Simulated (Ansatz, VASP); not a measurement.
## BaTiO3 in VASP and in Ansatz

```xyz
5
Lattice="3.9864 0.0000 0.0000 0.0000 3.9864 0.0000 0.0000 0.0000 4.0046" Properties=species:S:1:pos:R:3 pbc="T T T"
Ba    0.0000    0.0000    0.0000
Ti    1.9932    1.9932    2.0023
O     1.9932    1.9932    0.0000
O     1.9932    0.0000    2.0023
O     0.0000    1.9932    2.0023
```

Change from the starting cell: volume scaled by 0.99.

Alike in both runs: task single point; functional PBE; k mesh 7 × 7 × 7; occupations fermi-dirac, width 0.03 eV; no spin polarisation.

|  | VASP | Ansatz |
| --- | --- | --- |
| version | VASP 6.6.1 | Ansatz 0.2.0 |
| potentials or method | VASP PAW PBE potentials, release 64 (Ba_sv, Ti_sv, O), cutoff 520 eV | all-electron LAPW, scalar-relativistic |

```tsv
	VASP	Ansatz	Ansatz less VASP
gap on the k mesh at the Fermi level (eV)	1.82	1.88	+0.062
pressure (GPa)	5.3	3.4	-1.83
traceless stress, the component that is largest in VASP (GPa)	-0.61	-0.59	+0.022
```

Ansatz ran all-electron here, and VASP with PAW potentials.

Neither program's run includes spin-orbit coupling.
